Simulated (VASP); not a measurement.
A run of VASP 6.6.1:

INCAR

```
  AGGAC = 1.0
  AGGAX = 1.0
  ALDAC = 0.0
  ALDAX = 1.0
  ALGO = Fast
  EDIFF = 1E-6
  ENCUT = 520
  GGA = B5
  ISIF = 2
  ISMEAR = -1
  IVDW = 13
  LASPH = True
  LCHARG = True
  LELF = True
  LREAL = False
  LVHAR = True
  LWAVE = False
  NBANDS = 21
  NELM = 60
  PREC = Accurate
  SIGMA = 0.05
  VDW_A1 = 0.44488865
  VDW_A2 = 4.0933009
  VDW_S6 = 1.0
  VDW_S8 = 2.34076671
```

File KPOINTS:

```
k-points
0
Gamma
  11 11 6
```

POSCAR

```
Ru
1.0
    2.7237197275      0.0000000000      0.0000000000
   -1.3618598638      2.3588104769      0.0000000000
    0.0000000000      0.0000000000      4.3102577801
Ru
2
Direct
    0.6666666667      0.3333333333      0.7500000000
    0.3333333333      0.6666666667      0.2500000000
```

Potentials or basis: VASP PAW PBE potentials, release 64 (Ru_pv).

Launch:

```bash
$ cat potpaw_PBE.64/Ru_pv/POTCAR > POTCAR
$ mpirun -np 1 vasp_std > vasp.out
```

Hardware: 1 thread of AMD EPYC 7R13 (shared host).

Task: Estimate the wall time of this run.

Result: Wall time 64 s on 1 thread of AMD EPYC 7R13, with other jobs on the host, peak memory 0.12 GiB. Counts: scf iterations 14, k points 64.
